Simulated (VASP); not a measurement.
# Sc2AlAs3 (P4/mmm) in VASP: single point with PBE

Aim: the single point of Sc2AlAs3 with PBE.

Everything below comes from runs of VASP 6.6.1. Logs are shortened: lines on timing, memory, paths and dates and some standing lists are left out, and cuts for length are marked.

### Step 1. The cell of the first run

It takes space group P4/mmm (No. 123, tetragonal). Conventional cell: a = 4.959 Å, b = 4.959 Å, c = 7.938 Å, α = 90.00°, β = 90.00°, γ = 90.00°. Within 3.3 Å of Sc (site symmetry 4mm) lie 5 As at 2.47 to 2.90 Å and 1 Sc at 3.00 Å. Al (site symmetry 4/mmm) has 4 As at 2.48 Å within 3.3 Å. Within 3.3 Å of As (site symmetry mmm) lie 2 Al at 2.48 Å and 4 Sc at 2.90 Å. Within 3.3 Å of As (site symmetry 4/mmm) lie 2 Sc at 2.47 Å.

The cell was built from a structure type or drawn by symmetry, and may not be a known phase.

### Step 2. Single point, PBE, collinear spin

INCAR reads:

```
SYSTEM = Sc2AlAs3
PREC     = Accurate       ! precision mode
ENCUT    = 500            ! plane-wave cutoff, eV
EDIFF    = 1E-6           ! SCF threshold, eV
ISMEAR   = 0              ! smearing method
SIGMA    = 0.1            ! smearing width, eV
LREAL    = .False.        ! projectors in reciprocal space
LASPH    = .True.         ! aspherical terms in the spheres
NELM     = 200            ! most SCF steps
ALGO     = Normal         ! electronic algorithm
ISIF     = 2              ! what is computed and relaxed
LWAVE    = .False.        ! write WAVECAR
LCHARG   = .False.        ! write CHGCAR
ISPIN    = 2              ! spin polarisation
MAGMOM   = 1 1 0 0 0 0    ! initial moments
LORBIT   = 11             ! projections on sites
LMAXMIX  = 4              ! l up to which the mixer works
GGA      = PE             ! functional
NBANDS   = 33             ! bands
GGA_COMPAT= .False.
```

KPOINTS reads:

```
Automatic mesh
0
Gamma
  4 4 2
  0 0 0
```

POSCAR reads:

```
Sc2AlAs3
1.0
    4.9591922922      0.0000000000      0.0000000000
    0.0000000000      4.9591922922      0.0000000000
    0.0000000000      0.0000000000      7.9383894857
Sc Al As
2 1 3
Direct
    0.5000000000      0.5000000000      0.1889793491
    0.5000000000      0.5000000000      0.8110206509
    0.0000000000      0.0000000000      0.0000000000
    0.5000000000      0.0000000000      0.0000000000
    0.0000000000      0.5000000000      0.0000000000
    0.5000000000      0.5000000000      0.5000000000
```

Potentials or basis: VASP PAW PBE potentials, release 64 (Sc_sv, Al, As).

Run with:

```bash
$ cat potpaw_PBE.64/Sc_sv/POTCAR potpaw_PBE.64/Al/POTCAR potpaw_PBE.64/As/POTCAR > POTCAR
$ mpirun -np 1 vasp_std > vasp.out
```

OUTCAR:

```text
SYSTEM = Sc2AlAs3
   PREC = Accurate
   ENCUT = 500
   EDIFF = 1E-6
   ISMEAR = 0
   LREAL = .False.
   LASPH = .True.
   NELM = 200
   ISIF = 2
   ISPIN = 2
   LORBIT = 11
   GGA = PE

 ion  position               nearest neighbor table
   1  0.500  0.500  0.189-   6 2.47   5 2.90   4 2.90   4 2.90   5 2.90   2 3.00
   2  0.500  0.500  0.811-   6 2.47   5 2.90   4 2.90   4 2.90   5 2.90   1 3.00
   3  0.000  0.000  0.000-   4 2.48   5 2.48   5 2.48   4 2.48
   4  0.500  0.000  0.000-   3 2.48   3 2.48   1 2.90   1 2.90   2 2.90   2 2.90
   5  0.000  0.500  0.000-   3 2.48   3 2.48   1 2.90   2 2.90   1 2.90   2 2.90
   6  0.500  0.500  0.500-   1 2.47   2 2.47

  LATTYP: Found a simple tetragonal cell.
 ALAT       =     4.9591922922
 C/A-ratio  =     1.6007424230

  Lattice vectors:

 A1 = (   4.9591922922,   0.0000000000,   0.0000000000)
 A2 = (   0.0000000000,   4.9591922922,   0.0000000000)
 A3 = (   0.0000000000,   0.0000000000,   7.9383894857)

Analysis of symmetry for initial positions (statically):
=====================================================================
 Subroutine PRICEL returns:
 Original cell was already a primitive cell.

 Routine SETGRP: Setting up the symmetry group for a
 simple tetragonal supercell.

 Subroutine GETGRP returns: Found 16 space group operations
 (whereof 16 operations were pure point group operations)
 out of a pool of 16 trial point group operations.

The static configuration has the point symmetry D_4h.

Analysis of symmetry for dynamics (positions and initial velocities):
=====================================================================
 Subroutine PRICEL returns:
 Original cell was already a primitive cell.

 Routine SETGRP: Setting up the symmetry group for a
 simple tetragonal supercell.

 Subroutine GETGRP returns: Found 16 space group operations
 (whereof 16 operations were pure point group operations)
 out of a pool of 16 trial point group operations.

The dynamic configuration has the point symmetry D_4h.

Analysis of structural, dynamic, and magnetic symmetry:
=====================================================================
 Subroutine PRICEL returns:
 Original cell was already a primitive cell.

 Routine SETGRP: Setting up the symmetry group for a
 simple tetragonal supercell.

 Subroutine GETGRP returns: Found 16 space group operations
 (whereof 16 operations were pure point group operations)
 out of a pool of 16 trial point group operations.

The overall configuration has the point symmetry D_4h.

 Subroutine INISYM returns: Found 16 space group operations
 (whereof 16 operations are pure point group operations),
 and found     1 'primitive' translations

----------------------------------------------------------------------------------------

                                     Primitive cell

  volume of cell :     195.2335

  direct lattice vectors                    reciprocal lattice vectors
     4.959192292  0.000000000  0.000000000     0.201645740  0.000000000  0.000000000
     0.000000000  4.959192292  0.000000000     0.000000000  0.201645740  0.000000000
     0.000000000  0.000000000  7.938389486     0.000000000  0.000000000  0.125970136

  length of vectors
     4.959192292  4.959192292  7.938389486     0.201645740  0.201645740  0.125970136

  position of ions in fractional coordinates (direct lattice)
     0.500000000  0.500000000  0.188979349
     0.500000000  0.500000000  0.811020651
     0.000000000  0.000000000  0.000000000
     0.500000000  0.000000000  0.000000000
     0.000000000  0.500000000  0.000000000
     0.500000000  0.500000000  0.500000000

  ion indices of the primitive-cell ions
   primitive index   ion index
                 1           1
                 2           2
                 3           3
                 4           4
                 5           5
                 6           6

----------------------------------------------------------------------------------------

 KPOINTS: Automatic mesh

Automatic generation of k-mesh.
 Grid dimensions read from file:
 generate k-points for:    4    4    2

 Generating k-lattice:

  Cartesian coordinates                     Fractional coordinates (reciprocal lattice)
     0.050411435  0.000000000  0.000000000     0.250000000  0.000000000  0.000000000
     0.000000000  0.050411435  0.000000000     0.000000000  0.250000000  0.000000000
     0.000000000  0.000000000  0.062985068     0.000000000  0.000000000  0.500000000

  Length of vectors
     0.050411435  0.050411435  0.062985068

  Shift w.r.t. Gamma in fractional coordinates (k-lattice)
     0.000000000  0.000000000  0.000000000

 Subroutine IBZKPT returns following result:
 ===========================================

 Found     12 irreducible k-points:

 Following reciprocal coordinates:
            Coordinates               Weight
  0.000000  0.000000  0.000000      1.000000
  0.250000  0.000000  0.000000      4.000000
  0.500000  0.000000  0.000000      2.000000
  0.250000  0.250000  0.000000      4.000000
  0.500000  0.250000  0.000000      4.000000
  0.500000  0.500000  0.000000      1.000000
  0.000000  0.000000  0.500000      1.000000
  0.250000  0.000000  0.500000      4.000000
  0.500000  0.000000  0.500000      2.000000
  0.250000  0.250000  0.500000      4.000000
  0.500000  0.250000  0.500000      4.000000
  0.500000  0.500000  0.500000      1.000000
   k-points           NKPTS =     12   k-points in BZ     NKDIM =     12   number of bands    NBANDS=     33
   number of dos      NEDOS =    301   number of ions     NIONS =      6
   total plane-waves  NPLWV =  77760
   dimension x,y,z NGX =    36 NGY =   36 NGZ =   60
   dimension x,y,z NGXF=    72 NGYF=   72 NGZF=  120
   ions per type =               2   1   3
   NGX,Y,Z   is equivalent  to a cutoff of  12.07, 12.07, 12.57 a.u.
   NGXF,Y,Z  is equivalent  to a cutoff of  24.14, 24.14, 25.13 a.u.
 SYSTEM =  Sc2AlAs3
   PREC   = accura    normal or accurate (medium, high low for compatibility)
   ISTART =      0    job   : 0-new  1-cont  2-samecut
   ICHARG =      2    charge: 1-file 2-atom 10-const
   ISPIN  =      2    spin polarized calculation?
   LNONCOLLINEAR =      F non collinear calculations
   LSORBIT =      F    spin-orbit coupling
   LASPH  =      T    aspherical Exc in radial PAW
   ENCUT  =  500.0 eV  36.75 Ry    6.06 a.u.   9.04  9.04 14.47*2*pi/ulx,y,z
   NELM   =    200;   NELMIN=  2; NELMDL= -5     # of ELM steps
   EDIFF  = 0.1E-05   stopping-criterion for ELM
   LREAL  =      F    real-space projection
   EDIFFG = 0.1E-04   stopping-criterion for IOM
   NSW    =      0    number of steps for IOM
   IBRION =     -1    ionic relax: 0-MD 1-quasi-New 2-CG
   NFREE  =      0    steps in history (QN), initial steepest desc. (CG)
   ISIF   =      2    stress and relaxation
   ISYM   =      2    0-nonsym 1-usesym 2-fastsym
   POTIM  = 0.5000    time-step for ionic-motion
   TEBEG  =    0.0;   TEEND  =   0.0 temperature during run
   PSTRESS=    0.0 pullay stress
   NELECT =      40.0000    total number of electrons
   NUPDOWN=      -1.0000    fix difference up-down
   EMIN   =  10.00;   EMAX   =-10.00  energy-range for DOS
   EFERMI =   0.00;   METHOD = LEGACY
   ISMEAR =     0;   SIGMA  =   0.10  broadening in eV -4-tet -1-fermi 0-gaus
   EFERMI_NEDOS =   21; number of points for ismear=-14 and -15
   IALGO  =     38    algorithm
   IMIX   =      4    mixing-type and parameters
     AMIX     =   0.40;   BMIX     =  1.00
     AMIX_MAG =   1.60;   BMIX_MAG =  1.00
  volume/ion in A,a.u.               =      32.54       219.58
  Fermi-wavevector in a.u.,A,eV,Ry     =   0.965110  1.823793 12.672969  0.931437
  Thomas-Fermi vector in A             =   2.094799
   LORBIT       =     11    0 simple, 1 ext, 2 COOP (PROOUT), +10 PAW based schemes
   GGA     = PE    functional components
   LHFCALC =     F    Hartree Fock is set to
   AEXX    =    0.0000 exact exchange contribution
   IVDW    =     0    specifies the selected vdW correction
   LEPSILON=     F    determine dielectric tensor
   LRPA    =     F    only Hartree local field effects (RPA)
 spin polarized calculation
 Gauss-broadening in eV      SIGMA  =   0.10
  energy-cutoff  :      500.00
  volume of cell :      195.23
 maximum number of plane-waves:      4992
   NGX = 19   NGY = 19   NGZ = 29

 number of electron      39.9999988 magnetization       0.1405376

 Free energy of the ion-electron system (eV)
  ---------------------------------------------------
  ext. energy  EPLUGINS =         0.00000000
  ---------------------------------------------------
  free energy    TOTEN  =       -31.57362195 eV

  energy without entropy =      -31.54941891  energy(sigma->0) =      -31.56152043

 E-fermi :   1.6215     XC(G=0):  -7.6815

 val. band max:        1.5964962197   @ k =   0.5000   0.0000   0.0000
 cond. band min:       1.6238252388   @ k =   0.5000   0.5000   0.0000
 fundamental gap:      0.0273290191
 Fermi energy:         1.6214865842

 spin component 1

 k-point     1 :       0.0000    0.0000    0.0000
  band No.  band energies     occupation
      1     -48.3177      1.00000
      2     -48.2908      1.00000
      3     -27.0165      1.00000
      4     -27.0165      1.00000
      5     -26.9858      1.00000
      6     -26.9858      1.00000
[... 24 lines left out ...]
     31       5.6413      0.00000
     32       5.6664      0.00000
[... 353 lines left out ...]
      1     -48.3178      1.00000
      2     -48.2905      1.00000
      3     -27.0195      1.00000
      4     -27.0195      1.00000
      5     -26.9887      1.00000
      6     -26.9887      1.00000
[... 24 lines left out ...]
     31       5.6925      0.00000
     32       5.6925      0.00000
 Fermi energy:         1.6214865842

 spin component 2

 k-point     1 :       0.0000    0.0000    0.0000
  band No.  band energies     occupation
      1     -48.3166      1.00000
      2     -48.2897      1.00000
      3     -27.0152      1.00000
      4     -27.0152      1.00000
      5     -26.9845      1.00000
      6     -26.9845      1.00000
[... 24 lines left out ...]
     31       5.6693      0.00000
     32       5.6758      0.00000
[... 353 lines left out ...]
      1     -48.3168      1.00000
      2     -48.2894      1.00000
      3     -27.0182      1.00000
      4     -27.0182      1.00000
      5     -26.9874      1.00000
      6     -26.9874      1.00000
[... 24 lines left out ...]
     31       5.6961      0.00000
     32       5.6961      0.00000
 [bands above 32 left out]

------------------------ aborting loop because EDIFF is reached ----------------------------------------

  FORCE on cell =-STRESS in cart. coord.  units (eV):
  Direction    XX          YY          ZZ          XY          YZ          ZX
  --------------------------------------------------------------------------------------
  -------------------------------------------------------------------------------------
  Total        0.2573473      0.2573473      0.2420075      0.0000000      0.0000000      0.0000000
  in kB        2.1119122      2.1119122      1.9860267      0.0000000      0.0000000      0.0000000
  external PRESSURE =       2.0699503 kB  Pullay stress =       0.0000000 kB

 VOLUME and BASIS-vectors are now :
 -----------------------------------------------------------------------------
  energy-cutoff  :      500.00
  volume of cell :      195.23
      direct lattice vectors                 reciprocal lattice vectors
     4.959192292  0.000000000  0.000000000     0.201645740  0.000000000  0.000000000
     0.000000000  4.959192292  0.000000000     0.000000000  0.201645740  0.000000000
     0.000000000  0.000000000  7.938389486     0.000000000  0.000000000  0.125970136

 POSITION                                       TOTAL-FORCE (eV/Angst)
 -----------------------------------------------------------------------------------
      2.47960      2.47960      1.50019         0.000000      0.000000     -0.020907
      2.47960      2.47960      6.43820         0.000000      0.000000      0.020907
      0.00000      0.00000      0.00000         0.000000      0.000000      0.000000
      2.47960      0.00000      0.00000         0.000000      0.000000      0.000000
      0.00000      2.47960      0.00000         0.000000      0.000000      0.000000
      2.47960      2.47960      3.96919         0.000000      0.000000      0.000000
 -----------------------------------------------------------------------------------
    total drift:                                0.000000      0.000000     -0.000000

  FREE ENERGIE OF THE ION-ELECTRON SYSTEM (eV)
  ---------------------------------------------------
  free  energy   TOTEN  =       -31.5736219533 eV

  energy  without entropy=      -31.5494189061  energy(sigma->0) =      -31.56152043

 total charge

# of ion       s       p       d       tot
------------------------------------------
    1        2.192   6.102   1.075   9.369
    2        2.192   6.102   1.075   9.369
    3        0.435   0.307   0.000   0.742
    4        1.217   1.629   0.023   2.869
    5        1.217   1.629   0.023   2.869
    6        1.244   1.556   0.004   2.803
--------------------------------------------------
tot          8.496  17.324   2.200  28.021

 magnetization (x)

# of ion       s       p       d       tot
------------------------------------------
    1       -0.000   0.001   0.001   0.002
    2       -0.000   0.001   0.001   0.002
    3        0.001   0.000   0.000   0.001
    4        0.000   0.001   0.000   0.002
    5        0.000   0.001   0.000   0.002
    6        0.001   0.051  -0.000   0.052
--------------------------------------------------
tot          0.002   0.057   0.002   0.061
```

Wall time 6.2 min (1 thread of Intel Xeon 8259CL, shared host); peak memory 0.38 GiB.

What came out:

| Quantity | Value |
| --- | --- |
| Free energy | -31.5736 eV |
| Pressure | 0.2 GPa |
| Largest force | 0.021 eV/Å |
| Net moment | 0.14 μB per cell |
| Site moments | Sc +0.00; Al +0.00; As +0.00, +0.05 (each value once) μB |
| Valence electrons inside the program's atomic spheres | Sc 9.37; Al 0.74; As 2.87, 2.80 (each value once) |

Forces on the atoms (eV/Å):
```
Sc   0.000  0.000 -0.021
Sc   0.000  0.000  0.021
Al   0.000  0.000  0.000
As   0.000  0.000  0.000
As   0.000  0.000  0.000
As   0.000  0.000  0.000
```

Caveat: the k points lie up to 0.40 Å⁻¹ apart.
